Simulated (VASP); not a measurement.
# Ge (Fmmm) in VASP: single point with PBE

Aim: the single point of Ge with PBE.

Program: VASP 6.6.1. These are calculated values, not measurements. Logs are shortened: lines on timing, memory, paths and dates and some standing lists are left out, and cuts for length are marked.

## 1. The cell of the first run

It takes space group Fmmm (No. 69, orthorhombic). Conventional cell: a = 4.986 Å, b = 5.448 Å, c = 11.406 Å, α = 90.00°, β = 90.00°, γ = 90.00°. Ge (site symmetry mm2) has 8 Ge at 2.58 to 3.41 Å within 3.5 Å. Within 3.5 Å of Ge (site symmetry m2m) lie 8 Ge at 2.47 to 3.41 Å.

## 2. Single point, PBE

The input, INCAR:

```
SYSTEM = Ge
  PREC = Accurate
  ENCUT = 520
  EDIFF = 1E-7
  ISMEAR = 0
  SIGMA = 0.15
  LREAL = .False.
  LASPH = .True.
  NELM = 60
  ALGO = Normal
  ISIF = 2
  LWAVE = .False.
  LCHARG = .False.
  GGA = PE
  NBANDS = 36
```

The input, KPOINTS:

```
Automatic mesh
0
Gamma
  14 14 14
  0 0 0
```

The input, POSCAR:

```
Ge
1.0
    0.0000000000      2.7239937310      5.7029315018
    2.4931311399      0.0000000000      5.7029315018
    2.4931311399      2.7239937310      0.0000000000
Ge
4
Direct
    0.7790109672      0.7790109672      0.2209890328
    0.2209890328      0.2209890328      0.7790109672
    0.2734829782      0.7265170218      0.2734829782
    0.7265170218      0.2734829782      0.7265170218
```

Potentials or basis: VASP PAW PBE potentials, release 64 (Ge_d).

On the command line:

```bash
cat potpaw_PBE.64/Ge_d/POTCAR > POTCAR
mpirun -np 1 vasp_std > vasp.out
```

OUTCAR:

```text
SYSTEM = Ge
   PREC = Accurate
   ENCUT = 520
   EDIFF = 1E-7
   ISMEAR = 0
   LREAL = .False.
   LASPH = .True.
   NELM = 60
   ISIF = 2
   GGA = PE

 ion  position               nearest neighbor table
   1  0.779  0.779  0.221-   2 2.58   2 2.58   2 2.80   2 2.80
   2  0.221  0.221  0.779-   1 2.58   1 2.58   1 2.80   1 2.80
   3  0.273  0.727  0.273-   4 2.47   4 2.51   4 2.51
   4  0.727  0.273  0.727-   3 2.47   3 2.51   3 2.51

  LATTYP: Found a face centered orthorhombic cell.
 ALAT       =     4.9862622798
 B/A-ratio  =     1.0925994575
 C/A-ratio  =     2.2874574909

  Lattice vectors:

 A1 = (   0.0000000000,   2.7239937310,   5.7029315018)
 A2 = (   2.4931311399,   0.0000000000,   5.7029315018)
 A3 = (   2.4931311399,   2.7239937310,   0.0000000000)

Analysis of symmetry for initial positions (statically):
=====================================================================
 Subroutine PRICEL returns:
 Original cell was already a primitive cell.

 Routine SETGRP: Setting up the symmetry group for a
 face centered orthorhombic supercell.

 Subroutine GETGRP returns: Found  8 space group operations
 (whereof  8 operations were pure point group operations)
 out of a pool of  8 trial point group operations.

The static configuration has the point symmetry D_2h.

Analysis of symmetry for dynamics (positions and initial velocities):
=====================================================================
 Subroutine PRICEL returns:
 Original cell was already a primitive cell.

 Routine SETGRP: Setting up the symmetry group for a
 face centered orthorhombic supercell.

 Subroutine GETGRP returns: Found  8 space group operations
 (whereof  8 operations were pure point group operations)
 out of a pool of  8 trial point group operations.

The dynamic configuration has the point symmetry D_2h.

 Subroutine INISYM returns: Found  8 space group operations
 (whereof  8 operations are pure point group operations),
 and found     1 'primitive' translations

----------------------------------------------------------------------------------------

                                     Primitive cell

  volume of cell :      77.4603

  direct lattice vectors                    reciprocal lattice vectors
     0.000000000  2.723993731  5.702931502    -0.200551023  0.183554020  0.087674208
     2.493131140  0.000000000  5.702931502     0.200551023 -0.183554020  0.087674208
     2.493131140  2.723993731  0.000000000     0.200551023  0.183554020 -0.087674208

  length of vectors
     6.320092528  6.224076686  3.692674468     0.285656363  0.285656363  0.285656363

  position of ions in fractional coordinates (direct lattice)
     0.779010967  0.779010967  0.220989033
     0.220989033  0.220989033  0.779010967
     0.273482978  0.726517022  0.273482978
     0.726517022  0.273482978  0.726517022

  ion indices of the primitive-cell ions
   primitive index   ion index
                 1           1
                 2           2
                 3           3
                 4           4

----------------------------------------------------------------------------------------

 KPOINTS: Automatic mesh

Automatic generation of k-mesh.
 Grid dimensions read from file:
 generate k-points for:   14   14   14

 Generating k-lattice:

  Cartesian coordinates                     Fractional coordinates (reciprocal lattice)
    -0.014325073  0.013111001  0.006262443     0.071428571  0.000000000  0.000000000
     0.014325073 -0.013111001  0.006262443     0.000000000  0.071428571  0.000000000
     0.014325073  0.013111001 -0.006262443     0.000000000  0.000000000  0.071428571

  Length of vectors
     0.020404026  0.020404026  0.020404026

  Shift w.r.t. Gamma in fractional coordinates (k-lattice)
     0.000000000  0.000000000  0.000000000

 Subroutine IBZKPT returns following result:
 ===========================================

 Found    428 irreducible k-points:

 Following reciprocal coordinates:
            Coordinates               Weight
  0.000000  0.000000  0.000000      1.000000
  0.071429 -0.000000 -0.000000      8.000000
  0.142857 -0.000000 -0.000000      8.000000
  0.214286 -0.000000 -0.000000      8.000000
  0.285714 -0.000000 -0.000000      8.000000
  0.357143 -0.000000 -0.000000      8.000000
[... 16 lines left out ...]
  0.214286  0.142857  0.000000      8.000000
  0.285714  0.142857  0.000000      8.000000
 [... further k-points ...]
   k-points           NKPTS =    428   k-points in BZ     NKDIM =    428   number of bands    NBANDS=     36
   number of dos      NEDOS =    301   number of ions     NIONS =      4
   total plane-waves  NPLWV =  64512
   dimension x,y,z NGX =    48 NGY =   48 NGZ =   28
   dimension x,y,z NGXF=    96 NGYF=   96 NGZF=   56
   ions per type =               4
   NGX,Y,Z   is equivalent  to a cutoff of  12.63, 12.82, 12.61 a.u.
   NGXF,Y,Z  is equivalent  to a cutoff of  25.25, 25.64, 25.21 a.u.
 SYSTEM =  Ge
   PREC   = accura    normal or accurate (medium, high low for compatibility)
   ISTART =      0    job   : 0-new  1-cont  2-samecut
   ICHARG =      2    charge: 1-file 2-atom 10-const
   ISPIN  =      1    spin polarized calculation?
   LNONCOLLINEAR =      F non collinear calculations
   LSORBIT =      F    spin-orbit coupling
   LASPH  =      T    aspherical Exc in radial PAW
   ENCUT  =  520.0 eV  38.22 Ry    6.18 a.u.  11.75 11.57  6.87*2*pi/ulx,y,z
   NELM   =     60;   NELMIN=  2; NELMDL= -5     # of ELM steps
   EDIFF  = 0.1E-06   stopping-criterion for ELM
   LREAL  =      F    real-space projection
   EDIFFG = 0.1E-05   stopping-criterion for IOM
   NSW    =      0    number of steps for IOM
   IBRION =     -1    ionic relax: 0-MD 1-quasi-New 2-CG
   NFREE  =      0    steps in history (QN), initial steepest desc. (CG)
   ISIF   =      2    stress and relaxation
   ISYM   =      2    0-nonsym 1-usesym 2-fastsym
   POTIM  = 0.5000    time-step for ionic-motion
   TEBEG  =    0.0;   TEEND  =   0.0 temperature during run
   PSTRESS=    0.0 pullay stress
   NELECT =      56.0000    total number of electrons
   NUPDOWN=      -1.0000    fix difference up-down
   EMIN   =  10.00;   EMAX   =-10.00  energy-range for DOS
   EFERMI =   0.00;   METHOD = LEGACY
   ISMEAR =     0;   SIGMA  =   0.15  broadening in eV -4-tet -1-fermi 0-gaus
   EFERMI_NEDOS =   21; number of points for ismear=-14 and -15
   IALGO  =     38    algorithm
   IMIX   =      4    mixing-type and parameters
     AMIX     =   0.40;   BMIX     =  1.00
     AMIX_MAG =   1.60;   BMIX_MAG =  1.00
  volume/ion in A,a.u.               =      19.37       130.68
  Fermi-wavevector in a.u.,A,eV,Ry     =   1.469302  2.776578 29.372912  2.158848
  Thomas-Fermi vector in A             =   2.584696
   LORBIT       =      0    0 simple, 1 ext, 2 COOP (PROOUT), +10 PAW based schemes
   GGA     = PE    functional components
   LHFCALC =     F    Hartree Fock is set to
   AEXX    =    0.0000 exact exchange contribution
   IVDW    =     0    specifies the selected vdW correction
   LEPSILON=     F    determine dielectric tensor
   LRPA    =     F    only Hartree local field effects (RPA)
 non-spin polarized calculation
 Gauss-broadening in eV      SIGMA  =   0.15
  energy-cutoff  :      520.00
  volume of cell :       77.46
 maximum number of plane-waves:      2126
   NGX = 23   NGY = 23   NGZ = 13

 number of electron      56.0000017 magnetization

 Free energy of the ion-electron system (eV)
  ---------------------------------------------------
  ext. energy  EPLUGINS =         0.00000000
  ---------------------------------------------------
  free energy    TOTEN  =       -16.73943437 eV

  energy without entropy =      -16.71899262  energy(sigma->0) =      -16.72921350

 E-fermi :   6.3197     XC(G=0): -11.0690

 val. band max:        6.3181913592   @ k =   0.5000   0.2857   0.0714
 cond. band min:       6.3207214837   @ k =  -0.3571   0.2143   0.1429
 fundamental gap:      0.0025301245
 Fermi energy:         6.3197271239

 k-point     1 :       0.0000    0.0000    0.0000
  band No.  band energies     occupation
      1     -18.5185      2.00000
      2     -18.4394      2.00000
      3     -18.3955      2.00000
      4     -18.3821      2.00000
      5     -18.3676      2.00000
      6     -18.3493      2.00000
[... 28 lines left out ...]
     35      12.4095      0.00000
     36      14.4897      0.00000

 k-point     2 :       0.0714   -0.0000   -0.0000
  band No.  band energies     occupation
      1     -18.5140      2.00000
      2     -18.4379      2.00000
      3     -18.3946      2.00000
      4     -18.3779      2.00000
      5     -18.3653      2.00000
      6     -18.3495      2.00000
[... 28 lines left out ...]
     35      12.2424      0.00000
     36      14.1796      0.00000

 k-point     3 :       0.1429   -0.0000   -0.0000
  band No.  band energies     occupation
      1     -18.5009      2.00000
      2     -18.4332      2.00000
      3     -18.3915      2.00000
      4     -18.3667      2.00000
      5     -18.3586      2.00000
      6     -18.3508      2.00000
[... 28 lines left out ...]
     35      12.0195      0.00000
     36      13.4422      0.00000
[... 742 lines left out ...]
 k-point    23 :       0.2143    0.1429    0.0000
  band No.  band energies     occupation
      1     -18.5137      2.00000
      2     -18.4369      2.00000
      3     -18.3956      2.00000
      4     -18.3775      2.00000
      5     -18.3635      2.00000
      6     -18.3534      2.00000
[... 28 lines left out ...]
     35      12.3209      0.00000
     36      14.1249      0.00000

 k-point    24 :       0.2857    0.1429    0.0000
  band No.  band energies     occupation
      1     -18.5005      2.00000
      2     -18.4321      2.00000
      3     -18.3925      2.00000
      4     -18.3665      2.00000
      5     -18.3564      2.00000
      6     -18.3550      2.00000
[... 28 lines left out ...]
     35      12.0728      0.00000
     36      13.3053      0.00000

 [... further k-points ...]

------------------------ aborting loop because EDIFF is reached ----------------------------------------

  FORCE on cell =-STRESS in cart. coord.  units (eV):
  Direction    XX          YY          ZZ          XY          YZ          ZX
  --------------------------------------------------------------------------------------
  -------------------------------------------------------------------------------------
  Total        5.1340968      2.1478082     -2.7070836     -0.0000000      0.0000000      0.0000000
  in kB      106.1928457     44.4249255    -55.9928882     -0.0000000      0.0000000      0.0000000
  external PRESSURE =      31.5416277 kB  Pullay stress =       0.0000000 kB

 VOLUME and BASIS-vectors are now :
 -----------------------------------------------------------------------------
  energy-cutoff  :      520.00
  volume of cell :       77.46
      direct lattice vectors                 reciprocal lattice vectors
     0.000000000  2.723993731  5.702931502    -0.200551023  0.183554020  0.087674208
     2.493131140  0.000000000  5.702931502     0.200551023 -0.183554020  0.087674208
     2.493131140  2.723993731  0.000000000     0.200551023  0.183554020 -0.087674208

 POSITION                                       TOTAL-FORCE (eV/Angst)
 -----------------------------------------------------------------------------------
      2.49313      2.72399      8.88529         0.000000      0.000000      0.382781
      2.49313      2.72399      2.52057         0.000000      0.000000     -0.382781
      2.49313      1.48993      5.70293         0.000000     -0.544791      0.000000
      2.49313      3.95806      5.70293         0.000000      0.544791      0.000000
 -----------------------------------------------------------------------------------
    total drift:                               -0.000000     -0.000000     -0.000000

  FREE ENERGIE OF THE ION-ELECTRON SYSTEM (eV)
  ---------------------------------------------------
  free  energy   TOTEN  =       -16.7394343723 eV

  energy  without entropy=      -16.7189926214  energy(sigma->0) =      -16.72921350
```

Run time: 12 min. Hardware: 1 thread of Intel Xeon 6975P-C (Granite Rapids), shared host; peak memory 0.88 GiB.

What came out:

* Free energy: -16.7394 eV
* Pressure: 3.2 GPa
* Largest force: 0.545 eV/Å
* Band gap on the k mesh: zero (bands 28 and 29 overlap by 4.86 eV)

Forces on the atoms (eV/Å):
```
Ge   0.000  0.000  0.383
Ge   0.000  0.000 -0.383
Ge   0.000 -0.545  0.000
Ge   0.000  0.545  0.000
```

Caveat: the stress differs along the axes, from -6 to 11 GPa.
